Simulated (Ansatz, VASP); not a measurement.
## AlN: VASP beside Ansatz

INCAR

```
  PREC = Accurate
  ENCUT = 520
  EDIFF = 1E-8
  ISMEAR = -1
  SIGMA = 0.02
  LREAL = F
  LASPH = T
  NELM = 60
  ALGO = Normal
  ISIF = 2
  LWAVE = F
  LCHARG = F
  GGA = PE
  LEFG = T
  NBANDS = 16
```

KPOINTS

```
regular mesh
0
Gamma
  11 11 6
```

POSCAR

```
AlN
1.0
    3.1130000000      0.0000000000      0.0000000000
   -1.5565000000      2.6959370820      0.0000000000
    0.0000000000      0.0000000000      4.9810000000
Al N
2 2
Direct
    0.3333333333      0.6666666667      0.0000000000
    0.6666666667      0.3333333333      0.5000000000
    0.3333333333      0.6666666667      0.3800000000
    0.6666666667      0.3333333333      0.8800000000
```

Input for Ansatz:

```yaml
crystal:
  lattice:
    - [3.113, 0.0, 0.0]
    - [-1.5565, 2.695937082, 0.0]
    - [0.0, 0.0, 4.981]
  atoms:
    - { symbol: Al, position: [0.3333333333, 0.6666666667, 0.0] }
    - { symbol: Al, position: [0.6666666667, 0.3333333333, 0.5] }
    - { symbol: "N", position: [0.3333333333, 0.6666666667, 0.38] }
    - { symbol: "N", position: [0.6666666667, 0.3333333333, 0.88] }
kpoints:
  mp_grid: { grid: [11, 11, 6] }
scf:
  occupations: { method: fermi_dirac, width: 0.02 }
hamiltonian:
  xc: pbe
  pseudopotentials: { kind: paw }
output:
  forces: true
  stress: true
  populations: true
  efg:
    quadrupole_moments_barn: { Al: 0.1466, "N": 0.02044 }
    contact_densities: true
  write_density: true
  write_potential: true
  elf: true
  volumetric_format: npy
```

Alike in both runs: task electric field gradients; functional PBE; k mesh 11 × 11 × 6; occupations fermi-dirac, width 0.02 eV; no spin polarisation.

|  | VASP | Ansatz |
| --- | --- | --- |
| version | VASP 6.6.1 | Ansatz 0.2.0 |
| potentials or method | VASP PAW PBE potentials, release 64 (Al, N) | plane-wave PAW, scalar-relativistic |
| plane-wave cutoff (eV) | 520 | 420 |
| valence electrons in the cell | 16 | 16 |

|  | VASP | Ansatz | Ansatz less VASP |
| --- | --- | --- | --- |
| gap on the k mesh at the Fermi level (eV) | 4.22 | 4.21 | -0.011 |
| pressure (GPa) | 3.5 | 3.7 | +0.27 |
| traceless stress, the component that is largest in VASP (GPa) | 1.11 | 1.06 | -0.049 |
| rms of the force components (eV/Å) | 0.074 | 0.075 | +0.0002 |
| size of Vzz on the site where it differs most (V/Å²) | 2.6 | 2.5 | -0.06 |

Atom by atom the forces differ by 0.000 eV/Å (rms over components). The functional is the same, so the differences come from potentials, cutoffs and numerics.
